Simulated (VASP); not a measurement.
Runs of VASP 6.6.1 on AlNi. The structure is that of space group Pm-3m (No. 221), or close to it. The cells are those of the table. 

```tsv
task	cell	k mesh	cutoff (eV)	gap on the mesh (eV)	pressure (GPa)
single point	a = 2.803, b = 2.803, c = 2.904 Å, 2 atoms	18 × 18 × 18	520	none	(a)
single point	a = 2.831, b = 2.831, c = 2.887 Å, 2 atoms	18 × 18 × 18	520	none	2.3
single point	a = 2.860, b = 2.860, c = 2.870 Å, 2 atoms	16 × 16 × 14	520	none	-0.3
relaxation of shape and atoms at fixed volume	relaxed from a = 2.831, b = 2.831, c = 2.841 Å, 2 atoms	16 × 16 × 14	600	none	5.3
single point	a = 2.774, b = 2.774, c = 2.922 Å, 2 atoms	18 × 18 × 18	520	none	8.2
```

Alike in all rows: level r2SCAN; potentials or basis VASP PAW PBE potentials, release 64 (Al, Ni); no spin polarisation; smearing gaussian 0.1 eV.

Estimate the missing entries.

(a) 5.1.

Caveats: the PAW data sets were made with another functional, which shifts forces and pressure a little; the cell stands under pressure (at least some runs).

A gap of «none» marks levels without a gap at the run's occupations.
